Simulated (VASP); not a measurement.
# BPH2 in VASP: further runs, part 2 of 2

VASP 6.6.1. The steps go on from the part before.

**3. Single point, PBE**

This run uses another cell than the first one.

INCAR

```
SYSTEM = BPH2
ALGO = Normal
EDIFF = 1E-6
ENCUT = 520
GGA = PE
ISIF = 2
ISMEAR = 0
LASPH = .True.
LCHARG = .False.
LREAL = Auto
LWAVE = .False.
NBANDS = 62
NELM = 80
PREC = Accurate
SIGMA = 0.05
```

KPOINTS

```
k-points
0
Gamma
  1 1 7
  0 0 0
```

POSCAR

```
BPH2
1.0
   17.2000000000      0.0000000000      0.0000000000
    0.0000000000     17.8000000000      0.0000000000
    0.0000000000      0.0000000000      4.5483038583
B P H
8 8 16
Direct
    0.3016727969      0.5000000000      0.0000000000
    0.5661090677      0.5000000000      0.0000000000
    0.5661090677      0.3722386557      0.5000000000
    0.5661090677      0.6277613443      0.5000000000
    0.4338909323      0.5000000000      0.5000000000
    0.6983272031      0.5000000000      0.5000000000
    0.4338909323      0.3722386557      0.0000000000
    0.4338909323      0.6277613443      0.0000000000
    0.3677818646      0.5638806722      0.7500000000
    0.6322181354      0.5638806722      0.7500000000
    0.3677818646      0.4361193278      0.2500000000
    0.6322181354      0.4361193278      0.2500000000
    0.5000000000      0.3083579835      0.2500000000
    0.5000000000      0.5638806722      0.2500000000
    0.5000000000      0.4361193278      0.7500000000
    0.5000000000      0.6916420165      0.7500000000
    0.2617282143      0.5385981360      0.1510556114
    0.2617282143      0.4614018640      0.8489443886
    0.3201169005      0.6099389521      0.5697487662
    0.6798830995      0.6099389521      0.9302512338
    0.6060536503      0.3336405197      0.6510556114
    0.6060536503      0.6663594803      0.3489443886
    0.3201169005      0.3900610479      0.4302512338
    0.6798830995      0.3900610479      0.0697487662
    0.7382717857      0.5385981360      0.3489443886
    0.7382717857      0.4614018640      0.6510556114
    0.5476649641      0.2622997036      0.0697487662
    0.4523350359      0.2622997036      0.4302512338
    0.3939463497      0.3336405197      0.8489443886
    0.3939463497      0.6663594803      0.1510556114
    0.5476649641      0.7377002964      0.9302512338
    0.4523350359      0.7377002964      0.5697487662
```

Potentials or basis: VASP PAW PBE potentials, release 64 (B, P, H).

Launch:

```sh
> cat potpaw_PBE.64/B/POTCAR potpaw_PBE.64/P/POTCAR potpaw_PBE.64/H/POTCAR > POTCAR
> mpirun -np 1 vasp_std > vasp.out
```

OUTCAR:

```text
SYSTEM = BPH2
   EDIFF = 1E-6
   ENCUT = 520
   GGA = PE
   ISIF = 2
   ISMEAR = 0
   LASPH = .True.
   LREAL = Auto
   NELM = 80
   PREC = Accurate

 ion  position               nearest neighbor table
   1  0.302  0.500  0.000-  17 1.19  18 1.19   9 1.97  11 1.97
   2  0.566  0.500  0.000-  14 1.97  15 1.97  10 1.97  12 1.97
   3  0.566  0.372  0.500-  21 1.19  15 1.97  12 1.97  13 1.97
   4  0.566  0.628  0.500-  22 1.19  14 1.97  10 1.97  16 1.97
   5  0.434  0.500  0.500-  14 1.97  15 1.97   9 1.97  11 1.97
   6  0.698  0.500  0.500-  25 1.19  26 1.19  10 1.97  12 1.97
[... 8 lines left out ...]
  15  0.500  0.436  0.750-   3 1.97   7 1.97   5 1.97   2 1.97
  16  0.500  0.692  0.750-  31 1.42  32 1.42   4 1.97   8 1.97
  17  0.262  0.539  0.151-   1 1.19
  18  0.262  0.461  0.849-   1 1.19
  19  0.320  0.610  0.570-   9 1.42
  20  0.680  0.610  0.930-  10 1.42
  21  0.606  0.334  0.651-   3 1.19
  22  0.606  0.666  0.349-   4 1.19
[... 8 lines left out ...]
  31  0.548  0.738  0.930-  16 1.42
  32  0.452  0.738  0.570-  16 1.42

  LATTYP: Found a simple orthorhombic cell.
 ALAT       =     4.5483038583
 B/A-ratio  =     3.7816294900
 C/A-ratio  =     3.9135467978

  Lattice vectors:

 A1 = (   0.0000000000,   0.0000000000,   4.5483038583)
 A2 = (  17.2000000000,   0.0000000000,   0.0000000000)
 A3 = (   0.0000000000,  17.8000000000,   0.0000000000)

Analysis of symmetry for initial positions (statically):
=====================================================================
 Subroutine PRICEL returns:
 Original cell was already a primitive cell.

 Routine SETGRP: Setting up the symmetry group for a
 simple orthorhombic supercell.

 Subroutine GETGRP returns: Found  4 space group operations
 (whereof  2 operations were pure point group operations)
 out of a pool of  8 trial point group operations.

[... 176 lines left out ...]
  volume/ion in A,a.u.               =      43.52       293.66
  Fermi-wavevector in a.u.,A,eV,Ry     =   0.631692  1.193725  5.429201  0.399035
  Thomas-Fermi vector in A             =   1.694754
   LORBIT       =      0    0 simple, 1 ext, 2 COOP (PROOUT), +10 PAW based schemes
   GGA     = PE    functional components
   LHFCALC =     F    Hartree Fock is set to
   AEXX    =    0.0000 exact exchange contribution
   IVDW    =     0    specifies the selected vdW correction
   LEPSILON=     F    determine dielectric tensor
   LRPA    =     F    only Hartree local field effects (RPA)
 non-spin polarized calculation
 Gauss-broadening in eV      SIGMA  =   0.05
  energy-cutoff  :      520.00
  volume of cell :     1392.51
 maximum number of plane-waves:     37529
 NGX is ok and might be reduce to   126
   NGX = 63   NGY = 67   NGZ = 17

 number of electron      79.9999991 magnetization

 Free energy of the ion-electron system (eV)
  ---------------------------------------------------
  ext. energy  EPLUGINS =         0.00000000
  ---------------------------------------------------
  free energy    TOTEN  =      -157.18051726 eV

  energy without entropy =     -157.18051726  energy(sigma->0) =     -157.18051726

 E-fermi :  -3.6191     XC(G=0):  -2.6529

 val. band max:       -3.8894369593   @ k =   0.0000   0.0000   0.0000
 cond. band min:      -0.1490751924   @ k =   0.0000   0.0000   0.0000
 fundamental gap:      3.7403617669
 Fermi energy:        -3.6191224101

 k-point     1 :       0.0000    0.0000    0.0000
  band No.  band energies     occupation
      1     -16.9365      2.00000
      2     -16.0581      2.00000
      3     -15.5012      2.00000
      4     -15.1853      2.00000
      5     -14.0212      2.00000
      6     -14.0059      2.00000
[... 209 lines left out ...]
     51       2.0142      0.00000
     52       2.1038      0.00000
 [bands above 52 left out]

------------------------ aborting loop because EDIFF is reached ----------------------------------------

  FORCE on cell =-STRESS in cart. coord.  units (eV):
  Direction    XX          YY          ZZ          XY          YZ          ZX
  --------------------------------------------------------------------------------------
  -------------------------------------------------------------------------------------
  Total       -0.3060110     -2.4705277      0.0163190      0.0000000      0.0000000      0.0000000
  in kB       -0.3520868     -2.8425125      0.0187762      0.0000000      0.0000000      0.0000000
  external PRESSURE =      -1.0586077 kB  Pullay stress =       0.0000000 kB

 VOLUME and BASIS-vectors are now :
 -----------------------------------------------------------------------------
  energy-cutoff  :      520.00
  volume of cell :     1392.51
      direct lattice vectors                 reciprocal lattice vectors
    17.200000000  0.000000000  0.000000000     0.058139535  0.000000000  0.000000000
     0.000000000 17.800000000  0.000000000     0.000000000  0.056179775  0.000000000
     0.000000000  0.000000000  4.548303858     0.000000000  0.000000000  0.219862180

 POSITION                                       TOTAL-FORCE (eV/Angst)
 -----------------------------------------------------------------------------------
      5.18877      8.90000      0.00000         0.172413     -0.000000      0.000000
      9.73708      8.90000      0.00000         0.435135     -0.000000      0.000000
      9.73708      6.62585      2.27415        -0.138064     -0.157038     -0.477889
      9.73708     11.17415      2.27415        -0.138064      0.157038      0.477889
      7.46292      8.90000      2.27415        -0.435135     -0.000000      0.000000
     12.01123      8.90000      2.27415        -0.172413     -0.000000      0.000000
[... 24 lines left out ...]
      9.41984     13.13107      4.23107        -0.192373      0.290101     -0.265689
      7.78016     13.13107      2.59139         0.192373      0.290101      0.265689
 -----------------------------------------------------------------------------------
    total drift:                                0.000000      0.000000      0.000000

  FREE ENERGIE OF THE ION-ELECTRON SYSTEM (eV)
  ---------------------------------------------------
  free  energy   TOTEN  =      -157.1805172609 eV

  energy  without entropy=     -157.1805172609  energy(sigma->0) =     -157.18051726
```

OSZICAR:

```text
N       E                     dE             d eps       ncg     rms          rms(c)
DAV:   1     0.537706682966E+03    0.53771E+03   -0.24544E+04   496   0.903E+02
DAV:   2    -0.763748072139E+02   -0.61408E+03   -0.58664E+03   768   0.189E+02
DAV:   3    -0.168504466668E+03   -0.92130E+02   -0.91664E+02   616   0.796E+01
[... 19 lines left out ...]
DAV:  23    -0.157180507452E+03   -0.18123E-04   -0.76083E-07   448   0.189E-03    0.120E-03
DAV:  24    -0.157180513683E+03   -0.62314E-05   -0.18232E-07   444   0.108E-03    0.515E-04
DAV:  25    -0.157180515040E+03   -0.13564E-05   -0.60299E-08   496   0.712E-04    0.429E-04
DAV:  26    -0.157180517147E+03   -0.21074E-05   -0.81327E-08   400   0.638E-04    0.181E-04
DAV:  27    -0.157180517261E+03   -0.11360E-06   -0.13924E-08   496   0.281E-04
   1 F= -.15718052E+03 E0= -.15718052E+03  d E =-.824645E-15
```

stdout:

```text
POSCAR found type information on POSCAR B P H
 POSCAR found :  3 types and      32 ions
 scaLAPACK will be used
 LDA part: xc-table for (Slater+PW92), standard interpolation
 POSCAR, INCAR and KPOINTS ok, starting setup
 FFT: planning ... GRIDC
 FFT: planning ... GRID_SOFT
 FFT: planning ... GRID
 WAVECAR not read
 entering main loop
```

Run time: 16 min. Hardware: 1 thread of Intel Xeon Platinum 8488C (Sapphire Rapids), shared host; peak memory 1.2 GiB.

Results:

- Free energy: -157.1805 eV
- Largest force: 1.346 eV/Å
- Band gap on the k mesh: 3.74 eV

Forces in eV/Å, atoms in the order of the input:
```
B    0.172  0.000  0.000
B    0.435  0.000  0.000
B   -0.138 -0.157 -0.478
B   -0.138  0.157  0.478
B   -0.435  0.000  0.000
B   -0.172  0.000  0.000
B    0.138 -0.157  0.478
B    0.138  0.157 -0.478
P    0.317 -0.597  0.640
P   -0.317 -0.597 -0.640
P    0.317  0.597 -0.640
P   -0.317  0.597  0.640
P    0.000  1.346  0.000
P    0.000 -0.197  0.000
P    0.000  0.197  0.000
P    0.000 -1.346  0.000
H   -0.169  0.354  0.364
H   -0.169 -0.354 -0.364
H    0.055 -0.056  0.055
H   -0.055 -0.056 -0.055
H    0.296 -0.273  0.276
H    0.296  0.273 -0.276
H    0.055  0.056 -0.055
H   -0.055  0.056  0.055
H    0.169  0.354 -0.364
H    0.169 -0.354  0.364
H   -0.192 -0.290  0.266
H    0.192 -0.290 -0.266
H   -0.296 -0.273 -0.276
H   -0.296  0.273  0.276
H   -0.192  0.290 -0.266
H    0.192  0.290  0.266
```
